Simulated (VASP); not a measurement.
# Bi (R-3m) in VASP: single point with PBEsol

Aim: the single point of Bi with PBEsol.

All numbers are computed with VASP 6.6.1; they aren't measurements. Logs are shortened: lines on timing, memory, paths and dates and some standing lists are left out, and cuts for length are marked.

## (1) The cell of the first run

It takes space group R-3m (No. 166, trigonal). The conventional cell has a = 4.525 Å, b = 4.525 Å, c = 11.682 Å, α = 90.00°, β = 90.00°, γ = 120.00°. Bi (site symmetry 3m) has 6 Bi at 3.08 to 3.46 Å within 4.1 Å.

## (2) Single point, PBEsol

INCAR

```
  PREC = Accurate
  ENCUT = 520
  EDIFF = 1E-6
  ISMEAR = 0
  SIGMA = 0.05
  LREAL = False
  LASPH = True
  NELM = 60
  ALGO = Normal
  ISIF = 2
  LWAVE = False
  LCHARG = False
  GGA = PS
  NBANDS = 22
```

KPOINTS

```
Automatic mesh
0
Gamma
  12 12 12
```

POSCAR

```
Bi
1.0
    2.2623537551      1.3061705495      3.8938444030
   -2.2623537551      1.3061705495      3.8938444030
    0.0000000000     -2.6123410990      3.8938444031
Bi
2
Direct
    0.2365279692      0.2365279692      0.2365279692
    0.7634720308      0.7634720308      0.7634720308
```

Potentials or basis: VASP PAW PBE potentials, release 64 (Bi_d).

Started as:

```
cat potpaw_PBE.64/Bi_d/POTCAR > POTCAR
mpirun -np 1 vasp_std > vasp.out
```

OUTCAR:

```text
PREC = Accurate
   ENCUT = 520
   EDIFF = 1E-6
   ISMEAR = 0
   LREAL = False
   LASPH = True
   NELM = 60
   ISIF = 2
   GGA = PS

 ion  position               nearest neighbor table
   1  0.237  0.237  0.237-   2 3.08   2 3.08   2 3.08   2 3.46   2 3.46   2 3.46
   2  0.763  0.763  0.763-   1 3.08   1 3.08   1 3.08   1 3.46   1 3.46   1 3.46

  LATTYP: Found a trigonal (rhomboedric) cell.
 ALAT       =     4.6889604661
 COS(alpha) =     0.5344161760

  Lattice vectors:

 A1 = (   2.2623537551,   1.3061705495,   3.8938444030)
 A2 = (  -2.2623537551,   1.3061705495,   3.8938444030)
 A3 = (   0.0000000000,  -2.6123410990,   3.8938444031)

Analysis of symmetry for initial positions (statically):
=====================================================================
 Subroutine PRICEL returns:
 Original cell was already a primitive cell.

 Routine SETGRP: Setting up the symmetry group for a
 trigonal (rhombohedral) supercell.

 Subroutine GETGRP returns: Found 12 space group operations
 (whereof 12 operations were pure point group operations)
 out of a pool of 12 trial point group operations.

The static configuration has the point symmetry D_3d.

Analysis of symmetry for dynamics (positions and initial velocities):
=====================================================================
 Subroutine PRICEL returns:
 Original cell was already a primitive cell.

 Routine SETGRP: Setting up the symmetry group for a
 trigonal (rhombohedral) supercell.

 Subroutine GETGRP returns: Found 12 space group operations
 (whereof 12 operations were pure point group operations)
 out of a pool of 12 trial point group operations.

The dynamic configuration has the point symmetry D_3d.

 Subroutine INISYM returns: Found 12 space group operations
 (whereof 12 operations are pure point group operations),
 and found     1 'primitive' translations

----------------------------------------------------------------------------------------

                                     Primitive cell

  volume of cell :      69.0383

  direct lattice vectors                    reciprocal lattice vectors
     2.262353755  1.306170549  3.893844403     0.221008761  0.127599468  0.085605201
    -2.262353755  1.306170549  3.893844403    -0.221008761  0.127599468  0.085605201
[... 78 lines left out ...]
   ICHARG =      2    charge: 1-file 2-atom 10-const
   ISPIN  =      1    spin polarized calculation?
   LNONCOLLINEAR =      F non collinear calculations
   LSORBIT =      F    spin-orbit coupling
   LASPH  =      T    aspherical Exc in radial PAW
   ENCUT  =  520.0 eV  38.22 Ry    6.18 a.u.   8.72  8.72  8.72*2*pi/ulx,y,z
   NELM   =     60;   NELMIN=  2; NELMDL= -5     # of ELM steps
   EDIFF  = 0.1E-05   stopping-criterion for ELM
   LREAL  =      F    real-space projection
   EDIFFG = 0.1E-04   stopping-criterion for IOM
   NSW    =      0    number of steps for IOM
   IBRION =     -1    ionic relax: 0-MD 1-quasi-New 2-CG
   NFREE  =      0    steps in history (QN), initial steepest desc. (CG)
   ISIF   =      2    stress and relaxation
   ISYM   =      2    0-nonsym 1-usesym 2-fastsym
   POTIM  = 0.5000    time-step for ionic-motion
   TEBEG  =    0.0;   TEEND  =   0.0 temperature during run
   PSTRESS=    0.0 pullay stress
   NELECT =      30.0000    total number of electrons
   NUPDOWN=      -1.0000    fix difference up-down
   EMIN   =  10.00;   EMAX   =-10.00  energy-range for DOS
   EFERMI =   0.00;   METHOD = LEGACY
   ISMEAR =     0;   SIGMA  =   0.05  broadening in eV -4-tet -1-fermi 0-gaus
   EFERMI_NEDOS =   21; number of points for ismear=-14 and -15
   IALGO  =     38    algorithm
   IMIX   =      4    mixing-type and parameters
     AMIX     =   0.40;   BMIX     =  1.00
     AMIX_MAG =   1.60;   BMIX_MAG =  1.00
  volume/ion in A,a.u.               =      34.52       232.95
  Fermi-wavevector in a.u.,A,eV,Ry     =   1.239991  2.343243 20.920011  1.537577
  Thomas-Fermi vector in A             =   2.374451
   LORBIT       =      0    0 simple, 1 ext, 2 COOP (PROOUT), +10 PAW based schemes
   GGA     = PS    functional components
   LHFCALC =     F    Hartree Fock is set to
   AEXX    =    0.0000 exact exchange contribution
   IVDW    =     0    specifies the selected vdW correction
   LEPSILON=     F    determine dielectric tensor
   LRPA    =     F    only Hartree local field effects (RPA)
 non-spin polarized calculation
 Gauss-broadening in eV      SIGMA  =   0.05
  energy-cutoff  :      520.00
  volume of cell :       69.04
 maximum number of plane-waves:      1887
   NGX = 17   NGY = 17   NGZ = 17

 number of electron      30.0000004 magnetization

 Free energy of the ion-electron system (eV)
  ---------------------------------------------------
  ext. energy  EPLUGINS =         0.00000000
  ---------------------------------------------------
  free energy    TOTEN  =        -8.60526624 eV

  energy without entropy =       -8.60485502  energy(sigma->0) =       -8.60506063

 E-fermi :   6.3467     XC(G=0):  -9.7969

 val. band max:        6.3163625740   @ k =   0.2500   0.2500   0.1667
 cond. band min:       6.3614105180   @ k =   0.4167   0.0833   0.0833
 fundamental gap:      0.0450479440
 Fermi energy:         6.3467088783

 k-point     1 :       0.0000    0.0000    0.0000
  band No.  band energies     occupation
      1     -16.4946      2.00000
      2     -16.4946      2.00000
      3     -16.3377      2.00000
      4     -16.3377      2.00000
      5     -16.3272      2.00000
      6     -16.1467      2.00000
[... 589 lines left out ...]
     21      14.3758      0.00000
     22      16.5222      0.00000

 [... further k-points ...]

------------------------ aborting loop because EDIFF is reached ----------------------------------------

  FORCE on cell =-STRESS in cart. coord.  units (eV):
  Direction    XX          YY          ZZ          XY          YZ          ZX
  --------------------------------------------------------------------------------------
  -------------------------------------------------------------------------------------
  Total       -0.0508957     -0.0508957     -0.0811043      0.0000000      0.0000000      0.0000000
  in kB       -1.1811390     -1.1811390     -1.8821930      0.0000000      0.0000000      0.0000000
  external PRESSURE =      -1.4148237 kB  Pullay stress =       0.0000000 kB

 VOLUME and BASIS-vectors are now :
 -----------------------------------------------------------------------------
  energy-cutoff  :      520.00
  volume of cell :       69.04
      direct lattice vectors                 reciprocal lattice vectors
     2.262353755  1.306170549  3.893844403     0.221008761  0.127599468  0.085605201
    -2.262353755  1.306170549  3.893844403    -0.221008761  0.127599468  0.085605201
     0.000000000 -2.612341099  3.893844403     0.000000000 -0.255198935  0.085605201

 POSITION                                       TOTAL-FORCE (eV/Angst)
 -----------------------------------------------------------------------------------
      0.00000      0.00000      2.76301         0.000000      0.000000      0.003487
      0.00000      0.00000      8.91852         0.000000      0.000000     -0.003487
 -----------------------------------------------------------------------------------
    total drift:                                0.000000     -0.000000      0.000000

  FREE ENERGIE OF THE ION-ELECTRON SYSTEM (eV)
  ---------------------------------------------------
  free  energy   TOTEN  =        -8.6052662412 eV

  energy  without entropy=       -8.6048550211  energy(sigma->0) =       -8.60506063
```

Run time: 2.5 min. Hardware: 1 thread of AMD EPYC 9R45 (Zen 5), shared host; peak memory 0.33 GiB.

Results:

```
Free energy            : -8.6053 eV
Pressure               : -0.1 GPa
Largest force          : 0.003 eV/Å
Band gap on the k mesh : zero (bands 15 and 16 overlap by 0.20 eV)
```

Forces on the atoms (eV/Å):
```
Bi   0.000  0.000  0.003
Bi   0.000  0.000 -0.003
```

Caveat: the PAW data sets were made with another functional, which shifts forces and pressure a little; spin-orbit coupling is left out, which moves the levels of the heavy elements.

The gap in the log of VASP goes by the Fermi energy; the results here count the filled bands.